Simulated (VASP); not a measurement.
# Bi (Immm) in VASP: notebook

Bi is run at these levels: PBE+D3(BJ); tasks: single point.

Program: VASP 6.6.1. These are calculated values, not measurements. Logs are shortened: lines on timing, memory, paths and dates and some standing lists are left out, and cuts for length are marked.

### 1 The cell of the first run

It takes space group Immm (No. 71, orthorhombic). Conventional cell: a = 3.194 Å, b = 4.193 Å, c = 4.370 Å, α = 90.00°, β = 90.00°, γ = 90.00°. Within 4.2 Å of Bi (site symmetry mmm) lie 12 Bi at 3.19 to 4.19 Å.

### 2 Single point, PBE+D3(BJ)

Contents of INCAR:

```
PREC = Accurate
ENCUT = 520
EDIFF = 1E-6
ISMEAR = 0
SIGMA = 0.15
LREAL = False
LASPH = True
NELM = 100
ALGO = Fast
ISIF = 2
LWAVE = False
LCHARG = False
GGA = PE
IVDW = 12
NBANDS = 14
```

Contents of KPOINTS:

```
regular mesh
0
Gamma
  16 16 16
```

Contents of POSCAR:

```
Bi
1.0
   -1.5969672273      2.1848079245      2.0966318199
    1.5969672273     -2.1848079245      2.0966318199
    1.5969672273      2.1848079245     -2.0966318199
Bi
1
Direct
    0.0000000000      0.0000000000      0.0000000000
```

Potentials or basis: VASP PAW PBE potentials, release 64 (Bi_d).

Command:

```console
cat potpaw_PBE.64/Bi_d/POTCAR > POTCAR
mpirun -np 1 vasp_std > vasp.out
```

OUTCAR:

```text
PREC = Accurate
   ENCUT = 520
   EDIFF = 1E-6
   ISMEAR = 0
   LREAL = False
   LASPH = True
   NELM = 100
   ISIF = 2
   GGA = PE
   IVDW = 12
 IVDW          = 12

 ion  position               nearest neighbor table
   1  0.000  0.000  0.000-

  LATTYP: Found a body centered orthorhombic cell.
 ALAT       =     3.1939344546
 B/A-ratio  =     1.3128834356
 C/A-ratio  =     1.3680981595

  Lattice vectors:

 A1 = (   1.5969672273,  -2.1848079245,  -2.0966318199)
 A2 = (  -1.5969672273,  -2.1848079245,   2.0966318199)
 A3 = (  -1.5969672273,   2.1848079245,  -2.0966318199)

Analysis of symmetry for initial positions (statically):
=====================================================================
 Subroutine PRICEL returns:
 Original cell was already a primitive cell.

 Routine SETGRP: Setting up the symmetry group for a
 body centered orthorhombic supercell.

 Subroutine GETGRP returns: Found  8 space group operations
 (whereof  8 operations were pure point group operations)
 out of a pool of  8 trial point group operations.

The static configuration has the point symmetry D_2h.

Analysis of symmetry for dynamics (positions and initial velocities):
=====================================================================
 Subroutine PRICEL returns:
 Original cell was already a primitive cell.

 Routine SETGRP: Setting up the symmetry group for a
 body centered orthorhombic supercell.

 Subroutine GETGRP returns: Found  8 space group operations
 (whereof  8 operations were pure point group operations)
 out of a pool of  8 trial point group operations.

The dynamic configuration has the point symmetry D_2h.

 Subroutine INISYM returns: Found  8 space group operations
 (whereof  8 operations are pure point group operations),
 and found     1 'primitive' translations

----------------------------------------------------------------------------------------

                                     Primitive cell

  volume of cell :      29.2612

  direct lattice vectors                    reciprocal lattice vectors
    -1.596967227  2.184807924  2.096631820     0.000000000  0.228853070  0.238477731
     1.596967227 -2.184807924  2.096631820     0.313093463  0.000000000  0.238477731
     1.596967227  2.184807924 -2.096631820     0.313093463  0.228853070  0.000000000

  length of vectors
     3.423383557  3.423383557  3.423383557     0.330522852  0.393572287  0.387815993

  position of ions in fractional coordinates (direct lattice)
     0.000000000  0.000000000  0.000000000

  ion indices of the primitive-cell ions
   primitive index   ion index
                 1           1

----------------------------------------------------------------------------------------

 KPOINTS: regular mesh

Automatic generation of k-mesh.
 Grid dimensions read from file:
 generate k-points for:   16   16   16

 Generating k-lattice:

  Cartesian coordinates                     Fractional coordinates (reciprocal lattice)
     0.000000000  0.014303317  0.014904858     0.062500000  0.000000000 -0.000000000
     0.019568341  0.000000000  0.014904858     0.000000000  0.062500000  0.000000000
     0.019568341  0.014303317  0.000000000    -0.000000000  0.000000000  0.062500000

  Length of vectors
     0.020657678  0.024598268  0.024238500

  Shift w.r.t. Gamma in fractional coordinates (k-lattice)
     0.000000000  0.000000000  0.000000000

 Subroutine IBZKPT returns following result:
 ===========================================

 Found    621 irreducible k-points:

 Following reciprocal coordinates:
            Coordinates               Weight
  0.000000  0.000000  0.000000      1.000000
  0.062500  0.000000 -0.000000      4.000000
  0.125000  0.000000 -0.000000      4.000000
  0.187500  0.000000 -0.000000      4.000000
  0.250000  0.000000 -0.000000      4.000000
  0.312500  0.000000  0.000000      4.000000
[... 16 lines left out ...]
 -0.187500  0.062500  0.000000      8.000000
 -0.125000  0.062500  0.000000      8.000000
 [... further k-points ...]
   k-points           NKPTS =    621   k-points in BZ     NKDIM =    621   number of bands    NBANDS=     14
   number of dos      NEDOS =    301   number of ions     NIONS =      1
   total plane-waves  NPLWV =  21952
   dimension x,y,z NGX =    28 NGY =   28 NGZ =   28
   dimension x,y,z NGXF=    56 NGYF=   56 NGZF=   56
   ions per type =               1
   NGX,Y,Z   is equivalent  to a cutoff of  13.60, 13.60, 13.60 a.u.
   NGXF,Y,Z  is equivalent  to a cutoff of  27.19, 27.19, 27.19 a.u.
 SYSTEM =  unknown system
   PREC   = accura    normal or accurate (medium, high low for compatibility)
   ISTART =      0    job   : 0-new  1-cont  2-samecut
   ICHARG =      2    charge: 1-file 2-atom 10-const
   ISPIN  =      1    spin polarized calculation?
   LNONCOLLINEAR =      F non collinear calculations
   LSORBIT =      F    spin-orbit coupling
   LASPH  =      T    aspherical Exc in radial PAW
   ENCUT  =  520.0 eV  38.22 Ry    6.18 a.u.   6.37  6.37  6.37*2*pi/ulx,y,z
   NELM   =    100;   NELMIN=  2; NELMDL= -5     # of ELM steps
   EDIFF  = 0.1E-05   stopping-criterion for ELM
   LREAL  =      F    real-space projection
   EDIFFG = 0.1E-04   stopping-criterion for IOM
   NSW    =      0    number of steps for IOM
   IBRION =     -1    ionic relax: 0-MD 1-quasi-New 2-CG
   NFREE  =      0    steps in history (QN), initial steepest desc. (CG)
   ISIF   =      2    stress and relaxation
   ISYM   =      2    0-nonsym 1-usesym 2-fastsym
   POTIM  = 0.5000    time-step for ionic-motion
   TEBEG  =    0.0;   TEEND  =   0.0 temperature during run
   PSTRESS=    0.0 pullay stress
   NELECT =      15.0000    total number of electrons
   NUPDOWN=      -1.0000    fix difference up-down
   EMIN   =  10.00;   EMAX   =-10.00  energy-range for DOS
   EFERMI =   0.00;   METHOD = LEGACY
   ISMEAR =     0;   SIGMA  =   0.15  broadening in eV -4-tet -1-fermi 0-gaus
   EFERMI_NEDOS =   21; number of points for ismear=-14 and -15
   IALGO  =     68    algorithm
   IMIX   =      4    mixing-type and parameters
     AMIX     =   0.40;   BMIX     =  1.00
     AMIX_MAG =   1.60;   BMIX_MAG =  1.00
  volume/ion in A,a.u.               =      29.26       197.46
  Fermi-wavevector in a.u.,A,eV,Ry     =   1.310212  2.475941 23.356502  1.716654
  Thomas-Fermi vector in A             =   2.440757
   LORBIT       =      0    0 simple, 1 ext, 2 COOP (PROOUT), +10 PAW based schemes
   GGA     = PE    functional components
   LHFCALC =     F    Hartree Fock is set to
   AEXX    =    0.0000 exact exchange contribution
   IVDW    =    12    specifies the selected vdW correction
   LEPSILON=     F    determine dielectric tensor
   LRPA    =     F    only Hartree local field effects (RPA)
 non-spin polarized calculation
 RMM-DIIS sequential band-by-band and
 Gauss-broadening in eV      SIGMA  =   0.15
  energy-cutoff  :      520.00
  volume of cell :       29.26
 maximum number of plane-waves:       800
 NGX is ok and might be reduce to    28
   NGX = 13   NGY = 13   NGZ = 13

 number of electron      15.0000001 magnetization

 Free energy of the ion-electron system (eV)
  ---------------------------------------------------
  ext. energy  EPLUGINS =         0.00000000
  ---------------------------------------------------
  free energy    TOTEN  =        -3.65650033 eV

  energy without entropy =       -3.64963376  energy(sigma->0) =       -3.65306704

 E-fermi :   8.7773     XC(G=0): -10.5623

 val. band max:        8.7767039360   @ k =   0.5000  -0.4375   0.0625
 cond. band min:       8.7777346630   @ k =  -0.4375  -0.2500   0.0625
 fundamental gap:      0.0010307270
 Fermi energy:         8.7773498884

 k-point     1 :       0.0000    0.0000    0.0000
  band No.  band energies     occupation
      1     -14.4456      2.00000
      2     -14.4248      2.00000
      3     -14.3010      2.00000
      4     -14.2910      2.00000
      5     -14.1980      2.00000
      6      -5.3700      2.00000
      7      12.5172      0.00000
      8      12.6598      0.00000
      9      16.4922      0.00000
     10      16.6587      0.00000
     11      17.4460      0.00000
     12      19.8736      0.00000
     13      20.4082      0.00000
     14      22.8039      0.00000

 k-point     2 :       0.0625    0.0000   -0.0000
  band No.  band energies     occupation
      1     -14.4471      2.00000
      2     -14.4198      2.00000
      3     -14.2993      2.00000
      4     -14.2879      2.00000
      5     -14.2001      2.00000
      6      -5.3095      2.00000
      7      11.7199      0.00000
      8      12.6506      0.00000
      9      16.3335      0.00000
     10      17.0010      0.00000
     11      18.1172      0.00000
     12      19.7609      0.00000
     13      20.2672      0.00000
     14      22.4468      0.00000

 k-point     3 :       0.1250    0.0000   -0.0000
  band No.  band energies     occupation
      1     -14.4514      2.00000
      2     -14.4055      2.00000
      3     -14.2995      2.00000
      4     -14.2741      2.00000
      5     -14.2064      2.00000
      6      -5.1293      2.00000
      7      10.0871      0.00000
      8      12.8112      0.00000
      9      15.9225      0.00000
     10      17.2230      0.00000
     11      19.4667      0.00000
     12      19.8918      0.00000
     13      20.0557      0.00000
     14      21.9725      0.00000

 k-point     4 :       0.1875    0.0000   -0.0000
  band No.  band energies     occupation
      1     -14.4578      2.00000
      2     -14.3843      2.00000
      3     -14.3020      2.00000
      4     -14.2512      2.00000
      5     -14.2156      2.00000
      6      -4.8345      2.00000
      7       8.3668      1.99989
      8      13.0682      0.00000
      9      15.3893      0.00000
     10      17.4537      0.00000
     11      19.1534      0.00000
     12      19.5742      0.00000
     13      21.5370      0.00000
     14      22.2377      0.00000

 k-point     5 :       0.2500    0.0000   -0.0000
  band No.  band energies     occupation
      1     -14.4654      2.00000
      2     -14.3597      2.00000
      3     -14.3055      2.00000
      4     -14.2264      2.00000
      5     -14.2237      2.00000
      6      -4.4370      2.00000
      7       6.7373      2.00000
      8      13.3932      0.00000
      9      14.8458      0.00000
     10      17.7463      0.00000
     11      18.8529      0.00000
[... 276 lines left out ...]
 k-point    22 :      -0.2500    0.0625    0.0000
  band No.  band energies     occupation
      1     -14.4499      2.00000
      2     -14.3709      2.00000
      3     -14.3055      2.00000
      4     -14.2392      2.00000
      5     -14.2225      2.00000
      6      -4.5804      2.00000
      7       7.6248      2.00000
      8      13.0629      0.00000
      9      14.3334      0.00000
     10      17.7516      0.00000
     11      18.4735      0.00000
     12      19.9682      0.00000
     13      22.1483      0.00000
     14      23.3207      0.00000

 k-point    23 :      -0.1875    0.0625    0.0000
  band No.  band energies     occupation
      1     -14.4428      2.00000
      2     -14.3933      2.00000
      3     -14.3024      2.00000
      4     -14.2651      2.00000
      5     -14.2125      2.00000
      6      -4.9262      2.00000
      7       9.3059      0.00000
      8      12.7675      0.00000
      9      14.8692      0.00000
     10      17.5396      0.00000
     11      18.8296      0.00000
     12      20.0327      0.00000
     13      21.1062      0.00000
     14      22.2600      0.00000

 k-point    24 :      -0.1250    0.0625    0.0000
  band No.  band energies     occupation
      1     -14.4373      2.00000
      2     -14.4101      2.00000
      3     -14.3010      2.00000
      4     -14.2846      2.00000
      5     -14.2047      2.00000
      6      -5.1623      2.00000
      7      11.0125      0.00000
      8      12.5353      0.00000
      9      15.3757      0.00000
     10      17.3768      0.00000
     11      18.9087      0.00000
     12      19.2233      0.00000
     13      20.0428      0.00000
     14      22.1818      0.00000

 [... further k-points ...]

------------------------ aborting loop because EDIFF is reached ----------------------------------------

 Edisp (eV)   -0.54048

 E8    (eV) :    -0.2661

  FORCE on cell =-STRESS in cart. coord.  units (eV):
  Direction    XX          YY          ZZ          XY          YZ          ZX
  --------------------------------------------------------------------------------------
  -------------------------------------------------------------------------------------
  Total       1.61793     0.30573     0.30939     0.00000     0.00000     0.00000
  in kB      88.58903    16.74012    16.94054     0.00000     0.00000     0.00000
  external pressure =       40.76 kB  Pullay stress =        0.00 kB

 VOLUME and BASIS-vectors are now :
 -----------------------------------------------------------------------------
  energy-cutoff  :      520.00
  volume of cell :       29.26
      direct lattice vectors                 reciprocal lattice vectors
    -1.596967227  2.184807924  2.096631820     0.000000000  0.228853070  0.238477731
     1.596967227 -2.184807924  2.096631820     0.313093463  0.000000000  0.238477731
     1.596967227  2.184807924 -2.096631820     0.313093463  0.228853070  0.000000000

 POSITION                                       TOTAL-FORCE (eV/Angst)
 -----------------------------------------------------------------------------------
      0.00000      0.00000      0.00000         0.000000     -0.000000      0.000000
 -----------------------------------------------------------------------------------
    total drift:                               -0.000000     -0.000000     -0.000000

  FREE ENERGIE OF THE ION-ELECTRON SYSTEM (eV)
  ---------------------------------------------------
  free  energy   TOTEN  =        -4.1969834835 eV

  energy  without entropy=       -4.1901169172  energy(sigma->0) =       -4.19355020
```

Run time: 3.5 min. Hardware: 1 thread of Intel Xeon 6975P-C, shared host; peak memory 0.35 GiB.

What came out:

| Property | Result |
| --- | --- |
| Free energy | -4.1970 eV |
| Pressure | 4.1 GPa |
| Dispersion energy per atom | -0.540 eV |

Stress tensor (GPa, compression positive):
```
8.86 0.00 0.00
0.00 1.67 0.00
0.00 0.00 1.69
```

Caveat: the cell differs from its parent crystal (strain +e along x and -e along y -0.1500, strain +e along z and -e/2 along x and y +0.0700); spin-orbit coupling is left out, which moves the levels of the heavy elements; pairwise dispersion overbinds metals, which lowers pressure and volume.

### 3 Single point, PBE+D3(BJ)

Contents of INCAR:

```
PREC = Accurate
ENCUT = 520
EDIFF = 1E-7
ISMEAR = 0
SIGMA = 0.15
LREAL = F
LASPH = T
NELM = 100
ALGO = Fast
ISIF = 2
LWAVE = F
LCHARG = F
GGA = PE
IVDW = 12
NBANDS = 14
```

KPOINTS is that of step 2.

Contents of POSCAR:

```
Bi
1.0
   -1.7439274016      2.0378477502      2.0966318199
    1.7439274016     -2.0378477502      2.0966318199
    1.7439274016      2.0378477502     -2.0966318199
Bi
1
Direct
    0.0000000000      0.0000000000      0.0000000000
```

Potentials or basis: VASP PAW PBE potentials, release 64 (Bi_d).

Command:

```console
cat potpaw_PBE.64/Bi_d/POTCAR > POTCAR
mpirun -np 1 vasp_std > vasp.out
```

Run time: 2.7 min. Hardware: 1 thread of Intel Xeon Platinum 8488C (Sapphire Rapids), shared host; peak memory 0.35 GiB.

The run converged. Its results:

- Free energy: -4.2545 eV
- Pressure: 1.2 GPa
- Dispersion energy per atom: -0.529 eV

Stress tensor (GPa, compression positive):
```
1.60 0.00 0.00
0.00 1.26 0.00
0.00 0.00 0.69
```

Levels at points of the mesh, in eV from the Fermi level:
```csv
k point,band 4,band 5,band 6,band 7,band 8,band 9,band 10,band 11
"(0.00, 0.00, 0.00)",-23.05,-22.94,-13.90,4.68,4.73,6.31,8.97,9.89
"(0.50, 0.00, 0.00)",-22.99,-22.90,-11.11,-5.60,3.18,5.18,7.86,9.72
"(0.00, 0.50, 0.00)",-22.93,-22.89,-10.28,-5.29,1.33,2.79,5.67,7.08
"(0.50, 0.50, 0.00)",-22.93,-22.88,-10.19,-5.22,1.07,2.43,5.35,6.71
"(0.50, 0.50, 0.50)",-22.91,-22.88,-8.65,-3.01,-2.60,0.27,2.79,4.84
```

Caveat: the cell differs from its parent crystal (strain +e along x and -e along y -0.0750, strain +e along z and -e/2 along x and y +0.0700); spin-orbit coupling is left out, which moves the levels of the heavy elements; pairwise dispersion overbinds metals, which lowers pressure and volume.

### 4 Single point, PBE+D3(BJ)

Contents of INCAR:

```
  ALGO = Fast
  EDIFF = 1E-6
  ENCUT = 520
  GGA = PE
  ISIF = 2
  ISMEAR = 0
  IVDW = 12
  LASPH = T
  LCHARG = F
  LREAL = F
  LWAVE = F
  NBANDS = 14
  NELM = 60
  PREC = Accurate
  SIGMA = 0.15
```

Contents of KPOINTS:

```
k-points
0
Gamma
  16 16 16
```

Contents of POSCAR:

```
Bi
1.0
   -1.8810902310      2.1750105796      1.8223061613
    1.8810902310     -2.1750105796      1.8223061613
    1.8810902310      2.1750105796     -1.8223061613
Bi
1
Direct
    0.0000000000      0.0000000000      0.0000000000
```

Command:

```console
cat potpaw_PBE.64/Bi_d/POTCAR > POTCAR
mpirun -np 1 vasp_std > vasp.out
```

Run time: 2.4 min. Hardware: 1 thread of Intel Xeon Platinum 8488C (Sapphire Rapids), shared host; peak memory 0.34 GiB.

Results (log left out):

- Free energy: -4.2444 eV
- Pressure: 0.8 GPa
- Dispersion energy per atom: -0.529 eV

Stress tensor (GPa, compression positive):
```
 1.58  0.00  0.00
 0.00 -0.38  0.00
 0.00  0.00  1.10
```

Levels at points of the mesh, in eV from the Fermi level:
| k point | band 5 | band 6 | band 7 | band 8 | band 9 | band 10 |
| --- | --- | --- | --- | --- | --- | --- |
| (0.00, 0.00, 0.00) | -22.95 | -13.86 | 5.14 | 5.22 | 5.62 | 9.46 |
| (0.50, 0.00, 0.00) | -22.88 | -10.63 | -5.43 | 2.17 | 3.91 | 6.66 |
| (0.00, 0.50, 0.00) | -22.86 | -10.11 | -5.08 | 0.77 | 1.97 | 4.97 |
| (0.50, 0.50, 0.00) | -22.89 | -10.81 | -5.49 | 2.56 | 4.41 | 7.12 |
| (0.50, 0.50, 0.50) | -22.88 | -8.59 | -3.46 | -1.25 | -0.64 | 3.25 |

Caveat: the cell differs from its parent crystal (strain +e along x and -e along y -0.0750, strain +e along z and -e/2 along x and y -0.0700); spin-orbit coupling is left out, which moves the levels of the heavy elements; pairwise dispersion overbinds metals, which lowers pressure and volume.

[end of part 1 of 2]
